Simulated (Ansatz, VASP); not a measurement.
AlGaN2: VASP beside Ansatz

```
Al Ga N
1.0
     3.11529    0.00000    0.00000
     0.00000    3.11529    0.00000
     0.00000    0.00000    8.76866
Al Ga N
2 2 4
Direct
  0.50000 0.50000 0.25000
  0.50000 0.50000 0.75000
  0.00000 0.00000 0.00667
  0.00000 0.00000 0.49333
  0.50000 0.00000 0.39996
  0.50000 0.00000 0.84009
  0.00000 0.50000 0.10004
  0.00000 0.50000 0.65991
```

Change from the starting cell: mode 23 (735.8 1/cm) frozen in, largest displacement +0.263 Å.

Alike in both runs: task single point; functional LDA; k mesh 8 × 8 × 4; occupations gaussian, width 0.05 eV; no spin polarisation.

|  | VASP | Ansatz |
| --- | --- | --- |
| version | VASP 6.6.1 | Ansatz 0.2.0 |
| potentials or method | VASP PAW LDA potentials, release 64 (Al, Ga_d, N), cutoff 520 eV | scalar-relativistic, plane waves, PAW |
| valence electrons in the cell | 52 | 52 |

```csv
,VASP,Ansatz,Ansatz less VASP
gap on the k mesh at the Fermi level (eV),0.63,0.66,+0.029
least direct gap on the mesh (eV),0.65,0.67,+0.013
pressure (GPa),13.4,12.4,-1.07
"traceless stress, the component that is largest in VASP (GPa)",-16.27,-16.09,+0.183
rms of the force components (eV/Å),3.441,3.409,-0.0328
```

LDA's correlation is that of Perdew and Zunger in VASP and of Perdew and Wang (1992) in Ansatz. Atom by atom the forces differ by 0.033 eV/Å (rms over components).
